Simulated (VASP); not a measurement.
A run of VASP 6.6.1:

File POSCAR:

```
La
1.0
   -2.1238310700      2.1238310700      2.1238310700
    2.1238310700     -2.1238310700      2.1238310700
    2.1238310700      2.1238310700     -2.1238310700
La
1
Direct
    0.0000000000      0.0000000000      0.0000000000
```

INCAR.step1

```
SYSTEM = La
PREC = Accurate
ENCUT = 400
EDIFF = 1E-5
ISMEAR = -1
SIGMA = 0.025
LREAL = .False.
LASPH = .True.
NELM = 200
ALGO = Normal
ISIF = 2
LWAVE = .True.
LCHARG = .False.
GGA = PE
NBANDS = 12
GGA_COMPAT = .False.
LMAXMIX = 6
```

INCAR.step2

```
SYSTEM = La
PREC = Accurate
ENCUT = 400
EDIFF = 1E-6
ISMEAR = -1
SIGMA = 0.025
LREAL = .False.
LASPH = .True.
NELM = 200
ALGO = Normal
ISIF = 2
LWAVE = .False.
LCHARG = .False.
GGA = PE
LHFCALC = .True.
AEXX = 0.25
PRECFOCK = Normal
IVDW = 13
ISTART = 1
NBANDS = 12
GGA_COMPAT = .False.
LMAXMIX = 6
```

File KPOINTS:

```
Automatic mesh
0
Gamma
  6 6 6
  0 0 0
```

Potentials or basis: VASP PAW PBE potentials, release 64 (La).

Run with:

```bash
$ cat potpaw_PBE.64/La/POTCAR > POTCAR
$ cp INCAR.step1 INCAR
$ mpirun -np 1 vasp_std > vasp.out
$ cp INCAR.step2 INCAR
$ mpirun -np 1 vasp_std > vasp.out
```

Hardware: 1 thread of Intel(R) Xeon(R) Platinum 8259CL CPU @ 2.50GHz (Skylake/Cascade Lake), on a shared host.

Problem. Estimate the wall time of this run.

Solution. It took 28 min on 1 thread of Intel(R) Xeon(R) Platinum 8259CL CPU @ 2.50GHz (Skylake/Cascade Lake), with other jobs on the host, peak memory 0.16 GiB. Counts: k points 16.
